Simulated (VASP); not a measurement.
# Ni (Fm-3m) in VASP: a series of runs

Ni is run at these levels: PBEsol; tasks: single point, relaxation of volume and atoms at fixed shape.

Program: VASP 6.6.1. These are calculated values, not measurements. Logs are shortened: lines on timing, memory, paths and dates and some standing lists are left out, and cuts for length are marked.

## (1) The cell of the first run

It takes space group Fm-3m (No. 225, cubic). Conventional cell: a = 3.465 Å, b = 3.465 Å, c = 3.465 Å, α = 90.00°, β = 90.00°, γ = 90.00°. Within 3.2 Å of Ni (site symmetry m-3m) lie 12 Ni at 2.45 Å.

## (2) Single point, PBEsol, collinear spin, ferromagnetic start

The input, INCAR:

```
SYSTEM = Ni
ALGO = Normal
EDIFF = 1E-7
ENCUT = 520
GGA = PS
ISIF = 2
ISMEAR = -1
ISPIN = 2
LASPH = .True.
LCHARG = .False.
LMAXMIX = 4
LORBIT = 11
LREAL = .False.
LWAVE = .False.
MAGMOM = 1.5
NBANDS = 15
NELM = 150
PREC = Accurate
SIGMA = 0.02
```

The input, KPOINTS:

```
k-points
0
Gamma
  12 12 12
  0 0 0
```

The input, POSCAR:

```
Ni
1.0
    0.0000000000      1.7326804575      1.7326804575
    1.7326804575      0.0000000000      1.7326804575
    1.7326804575      1.7326804575      0.0000000000
Ni
1
Direct
    0.0000000000      0.0000000000      0.0000000000
```

Potentials or basis: VASP PAW PBE potentials, release 64 (Ni).

Run with:

```bash
> cat potpaw_PBE.64/Ni/POTCAR > POTCAR
> mpirun -np 1 vasp_std > vasp.out
```

OUTCAR:

```text
SYSTEM = Ni
   EDIFF = 1E-7
   ENCUT = 520
   GGA = PS
   ISIF = 2
   ISMEAR = -1
   ISPIN = 2
   LASPH = .True.
   LORBIT = 11
   LREAL = .False.
   NELM = 150
   PREC = Accurate

 ion  position               nearest neighbor table
   1  0.000  0.000  0.000-

  LATTYP: Found a face centered cubic cell.
 ALAT       =     3.4653609150

  Lattice vectors:

 A1 = (   0.0000000000,   1.7326804575,   1.7326804575)
 A2 = (   1.7326804575,   0.0000000000,   1.7326804575)
 A3 = (   1.7326804575,   1.7326804575,   0.0000000000)

Analysis of symmetry for initial positions (statically):
=====================================================================
 Subroutine PRICEL returns:
 Original cell was already a primitive cell.

 Routine SETGRP: Setting up the symmetry group for a
 face centered cubic supercell.

 Subroutine GETGRP returns: Found 48 space group operations
 (whereof 48 operations were pure point group operations)
 out of a pool of 48 trial point group operations.

The static configuration has the point symmetry O_h .

Analysis of symmetry for dynamics (positions and initial velocities):
=====================================================================
 Subroutine PRICEL returns:
 Original cell was already a primitive cell.

 Routine SETGRP: Setting up the symmetry group for a
 face centered cubic supercell.

 Subroutine GETGRP returns: Found 48 space group operations
 (whereof 48 operations were pure point group operations)
 out of a pool of 48 trial point group operations.

The dynamic configuration has the point symmetry O_h .

Analysis of structural, dynamic, and magnetic symmetry:
=====================================================================
 Subroutine PRICEL returns:
 Original cell was already a primitive cell.

 Routine SETGRP: Setting up the symmetry group for a
 face centered cubic supercell.

 Subroutine GETGRP returns: Found 48 space group operations
 (whereof 48 operations were pure point group operations)
 out of a pool of 48 trial point group operations.

The overall configuration has the point symmetry O_h .

 Subroutine INISYM returns: Found 48 space group operations
 (whereof 48 operations are pure point group operations),
 and found     1 'primitive' translations

----------------------------------------------------------------------------------------

                                     Primitive cell

  volume of cell :      10.4036

  direct lattice vectors                    reciprocal lattice vectors
     0.000000000  1.732680458  1.732680458    -0.288570231  0.288570231  0.288570231
     1.732680458  0.000000000  1.732680458     0.288570231 -0.288570231  0.288570231
     1.732680458  1.732680458  0.000000000     0.288570231  0.288570231 -0.288570231

  length of vectors
     2.450380202  2.450380202  2.450380202     0.499818302  0.499818302  0.499818302

  position of ions in fractional coordinates (direct lattice)
     0.000000000  0.000000000  0.000000000

  ion indices of the primitive-cell ions
   primitive index   ion index
                 1           1

----------------------------------------------------------------------------------------

 KPOINTS: k-points

Automatic generation of k-mesh.
 Grid dimensions read from file:
 generate k-points for:   12   12   12

 Generating k-lattice:

  Cartesian coordinates                     Fractional coordinates (reciprocal lattice)
    -0.024047519  0.024047519  0.024047519     0.083333333  0.000000000  0.000000000
     0.024047519 -0.024047519  0.024047519     0.000000000  0.083333333  0.000000000
     0.024047519  0.024047519 -0.024047519     0.000000000  0.000000000  0.083333333

  Length of vectors
     0.041651525  0.041651525  0.041651525

  Shift w.r.t. Gamma in fractional coordinates (k-lattice)
     0.000000000  0.000000000  0.000000000

 Subroutine IBZKPT returns following result:
 ===========================================

 Found     72 irreducible k-points:

 Following reciprocal coordinates:
            Coordinates               Weight
  0.000000  0.000000  0.000000      1.000000
  0.083333  0.000000  0.000000      8.000000
  0.166667  0.000000  0.000000      8.000000
  0.250000  0.000000  0.000000      8.000000
  0.333333  0.000000  0.000000      8.000000
  0.416667  0.000000  0.000000      8.000000
[... 16 lines left out ...]
  0.500000  0.166667  0.000000     24.000000
 -0.416667  0.166667  0.000000     24.000000
 [... further k-points ...]
   k-points           NKPTS =     72   k-points in BZ     NKDIM =     72   number of bands    NBANDS=     15
   number of dos      NEDOS =    301   number of ions     NIONS =      1
   total plane-waves  NPLWV =   5832
   dimension x,y,z NGX =    18 NGY =   18 NGZ =   18
   dimension x,y,z NGXF=    36 NGYF=   36 NGZF=   36
   ions per type =               1
   NGX,Y,Z   is equivalent  to a cutoff of  12.21, 12.21, 12.21 a.u.
   NGXF,Y,Z  is equivalent  to a cutoff of  24.42, 24.42, 24.42 a.u.
 SYSTEM =  Ni
   PREC   = accura    normal or accurate (medium, high low for compatibility)
   ISTART =      0    job   : 0-new  1-cont  2-samecut
   ICHARG =      2    charge: 1-file 2-atom 10-const
   ISPIN  =      2    spin polarized calculation?
   LNONCOLLINEAR =      F non collinear calculations
   LSORBIT =      F    spin-orbit coupling
   LASPH  =      T    aspherical Exc in radial PAW
   ENCUT  =  520.0 eV  38.22 Ry    6.18 a.u.   4.56  4.56  4.56*2*pi/ulx,y,z
   NELM   =    150;   NELMIN=  2; NELMDL= -5     # of ELM steps
   EDIFF  = 0.1E-06   stopping-criterion for ELM
   LREAL  =      F    real-space projection
   EDIFFG = 0.1E-05   stopping-criterion for IOM
   NSW    =      0    number of steps for IOM
   IBRION =     -1    ionic relax: 0-MD 1-quasi-New 2-CG
   NFREE  =      0    steps in history (QN), initial steepest desc. (CG)
   ISIF   =      2    stress and relaxation
   ISYM   =      2    0-nonsym 1-usesym 2-fastsym
   POTIM  = 0.5000    time-step for ionic-motion
   TEBEG  =    0.0;   TEEND  =   0.0 temperature during run
   PSTRESS=    0.0 pullay stress
   NELECT =      10.0000    total number of electrons
   NUPDOWN=      -1.0000    fix difference up-down
   EMIN   =  10.00;   EMAX   =-10.00  energy-range for DOS
   EFERMI =   0.00;   METHOD = LEGACY
   ISMEAR =    -1;   SIGMA  =   0.02  broadening in eV -4-tet -1-fermi 0-gaus
   EFERMI_NEDOS =   21; number of points for ismear=-14 and -15
   IALGO  =     38    algorithm
   IMIX   =      4    mixing-type and parameters
     AMIX     =   0.40;   BMIX     =  1.00
     AMIX_MAG =   1.60;   BMIX_MAG =  1.00
  volume/ion in A,a.u.               =      10.40        70.21
  Fermi-wavevector in a.u.,A,eV,Ry     =   1.615647  3.053129 35.515475  2.610314
  Thomas-Fermi vector in A             =   2.710361
   LORBIT       =     11    0 simple, 1 ext, 2 COOP (PROOUT), +10 PAW based schemes
   GGA     = PS    functional components
   LHFCALC =     F    Hartree Fock is set to
   AEXX    =    0.0000 exact exchange contribution
   IVDW    =     0    specifies the selected vdW correction
   LEPSILON=     F    determine dielectric tensor
   LRPA    =     F    only Hartree local field effects (RPA)
 spin polarized calculation
  energy-cutoff  :      520.00
  volume of cell :       10.40
 maximum number of plane-waves:       295
   NGX =  9   NGY =  9   NGZ =  9

 number of electron      10.0000000 magnetization       1.5000000

 number of electron       9.9999995 magnetization       0.6831298

 Free energy of the ion-electron system (eV)
  ---------------------------------------------------
  ext. energy  EPLUGINS =         0.00000000
  ---------------------------------------------------
  free energy    TOTEN  =        -6.13357319 eV

  energy without entropy =       -6.13117558  energy(sigma->0) =       -6.13237439

 E-fermi :   9.8384     XC(G=0): -13.7045

 val. band max:        9.8331486187   @ k =  -0.1667   0.1667   0.0000
 cond. band min:       9.8535370799   @ k =   0.5000   0.1667   0.0833
 fundamental gap:      0.0203884612
 Fermi energy:         9.8384490785

 spin component 1

 k-point     1 :       0.0000    0.0000    0.0000
  band No.  band energies     occupation
      1       0.4563      1.00000
      2       7.2427      1.00000
      3       7.2427      1.00000
      4       7.2427      1.00000
      5       8.5008      1.00000
      6       8.5008      1.00000
      7      33.9135      0.00000
      8      38.1013      0.00000
      9      38.1013      0.00000
     10      38.1013      0.00000
     11      41.1635      0.00000
     12      41.1635      0.00000
     13      41.1635      0.00000
     14      44.0964      0.00000
     15      50.8565      0.00000
[... 397 lines left out ...]
 k-point    24 :      -0.4167    0.1667    0.0000
  band No.  band energies     occupation
      1       5.2793      1.00000
      2       6.8225      1.00000
      3       7.4487      1.00000
      4       7.6595      1.00000
      5       9.0596      1.00000
      6      12.0575      0.00000
      7      16.2567      0.00000
      8      27.0173      0.00000
      9      31.9555      0.00000
     10      33.1138      0.00000
     11      42.5490      0.00000
     12      43.0033      0.00000
     13      50.2671      0.00000
     14      52.8612      0.00000
     15      54.3335      0.00000

 [... further k-points ...]

 spin component 2

 k-point     1 :       0.0000    0.0000    0.0000
  band No.  band energies     occupation
      1       0.4519      1.00000
      2       8.0323      1.00000
      3       8.0323      1.00000
      4       8.0323      1.00000
      5       9.1617      1.00000
      6       9.1617      1.00000
      7      33.8015      0.00000
      8      38.1048      0.00000
      9      38.1048      0.00000
     10      38.1048      0.00000
     11      41.3040      0.00000
     12      41.3040      0.00000
     13      41.3040      0.00000
     14      44.0111      0.00000
     15      51.0832      0.00000
[... 397 lines left out ...]
 k-point    24 :      -0.4167    0.1667    0.0000
  band No.  band energies     occupation
      1       5.7746      1.00000
      2       7.3290      1.00000
      3       8.0220      1.00000
      4       8.3337      1.00000
      5       9.8797      0.11288
      6      12.4285      0.00000
      7      16.6513      0.00000
      8      27.1268      0.00000
      9      32.0607      0.00000
     10      33.1484      0.00000
     11      42.6222      0.00000
     12      43.0183      0.00000
     13      50.4283      0.00000
     14      53.1319      0.00000
     15      54.4464      0.00000

 [... further k-points ...]
[... 5 lines left out ...]
  --------------------------------------------------------------------------------------
  -------------------------------------------------------------------------------------
  Total       -0.0023496     -0.0023496     -0.0023496      0.0000000      0.0000000     -0.0000000
  in kB       -0.3618483     -0.3618483     -0.3618483      0.0000000      0.0000000     -0.0000000
  external PRESSURE =      -0.3618483 kB  Pullay stress =       0.0000000 kB

 VOLUME and BASIS-vectors are now :
 -----------------------------------------------------------------------------
  energy-cutoff  :      520.00
  volume of cell :       10.40
      direct lattice vectors                 reciprocal lattice vectors
     0.000000000  1.732680458  1.732680458    -0.288570231  0.288570231  0.288570231
     1.732680458  0.000000000  1.732680458     0.288570231 -0.288570231  0.288570231
     1.732680458  1.732680458  0.000000000     0.288570231  0.288570231 -0.288570231

 POSITION                                       TOTAL-FORCE (eV/Angst)
 -----------------------------------------------------------------------------------
      0.00000      0.00000      0.00000         0.000000      0.000000     -0.000000
 -----------------------------------------------------------------------------------
    total drift:                               -0.000000      0.000000      0.000000

  FREE ENERGIE OF THE ION-ELECTRON SYSTEM (eV)
  ---------------------------------------------------
  free  energy   TOTEN  =        -6.1335731903 eV

  energy  without entropy=       -6.1311755835  energy(sigma->0) =       -6.13237439

 total charge

# of ion       s       p       d       tot
------------------------------------------
    1        0.522   0.546   8.327   9.396

 magnetization (x)

# of ion       s       p       d       tot
------------------------------------------
    1       -0.005  -0.025   0.719   0.689
```

It took 17 s on 1 thread of Intel Xeon Platinum 8488C (Sapphire Rapids), shared host; peak memory 0.13 GiB.

What came out:

* Free energy: -6.1336 eV
* Pressure: 0.0 GPa
* Net moment: 0.68 μB per cell
* Site moments: Ni +0.69 μB
* Valence electrons inside the program's atomic spheres: Ni 9.40

Caveat: the PAW data sets were made with another functional, which shifts forces and pressure a little.

## (3) Relaxation of volume and atoms at fixed shape, PBEsol, collinear spin, ferromagnetic start

This run uses another cell than the first one, of 10.94 Å³/atom.

The input, INCAR:

```
  PREC = Accurate
  ENCUT = 600
  EDIFF = 1E-6
  ISMEAR = -1
  SIGMA = 0.02
  LREAL = False
  LASPH = True
  NELM = 150
  ALGO = Normal
  ISIF = 8
  LWAVE = False
  LCHARG = False
  ISPIN = 2
  MAGMOM = 1.5
  LORBIT = 11
  LMAXMIX = 4
  GGA = PS
  IBRION = 2
  NSW = 80
  EDIFFG = -0.01
```

The input, KPOINTS:

```
Automatic mesh
0
Gamma
  12 12 12
```

The input, POSCAR:

```
Ni
1.0
    0.0000000000      1.7619350000      1.7619350000
    1.7619350000      0.0000000000      1.7619350000
    1.7619350000      1.7619350000      0.0000000000
Ni
1
Direct
    0.0000000000      0.0000000000      0.0000000000
```

Potentials or basis: VASP PAW PBE potentials, release 64 (Ni).

Run with:

```bash
> cat potpaw_PBE.64/Ni/POTCAR > POTCAR
> mpirun -np 1 vasp_std > vasp.out
```

It took 45 s on 1 thread of Intel Xeon Platinum 8488C (Sapphire Rapids), shared host; peak memory 0.14 GiB.

Results (log left out):

| Item | Value |
| --- | --- |
| Free energy | -6.1337 eV |
| Relaxed volume | 10.40 Å³/atom |
| Relaxed cell | a = 2.450 Å, b = 2.450 Å, c = 2.450 Å, α = 60.00°, β = 60.00°, γ = 60.00° |
| Space group after relaxing (to 0.1 Å) | Fm-3m (No. 225) |
| Energy gained by relaxing | 18.1 meV/atom |
| Ionic steps | 3 |
| Pressure after relaxing | 0.0 GPa |
| Net moment | 0.68 μB per cell |
| Site moments | Ni +0.69 μB |
| Valence electrons inside the program's atomic spheres | Ni 9.40 |

The path:
```csv
step,energy change (eV),largest force (eV/Å),pressure (GPa),volume (Å³)
1,0.0000,0.0000,-10.29,10.94
2,0.0017,0.0000,12.65,9.86
3,-0.0181,0.0000,0.00,10.40
```

Final structure:
```
Ni
1.0
     0.00000    1.73232    1.73232
     1.73232    0.00000    1.73232
     1.73232    1.73232    0.00000
Ni
1
Direct
  0.00000 0.00000 0.00000
```

Levels at points of the mesh, in eV from the Fermi level:
Spin up:
```
           k point  band 3  band 4  band 5  band 6  band 7  band 8
(0.00, 0.00, 0.00)   -2.60   -2.60   -1.34   -1.34   24.08   28.27
(0.50, 0.00, 0.00)   -2.58   -0.63   -0.63   -0.43    5.94   22.55
(0.50, 0.50, 0.00)   -0.58   -0.49   -0.49    2.41    9.58   15.18
```
Spin down:
```
           k point  band 1  band 2  band 3  band 4  band 5  band 6  band 7  band 8  band 9
(0.00, 0.00, 0.00)   -9.39   -1.81   -1.81   -1.81   -0.68   -0.68   23.97   28.28   28.28
(0.50, 0.00, 0.00)   -4.68   -1.91   -1.91   -0.46    0.18    0.18    6.40   22.45   25.50
(0.50, 0.50, 0.00)   -4.58   -3.84    0.11    0.42    0.42    2.41    9.88   15.22   15.22
```

Caveat: the PAW data sets were made with another functional, which shifts forces and pressure a little.
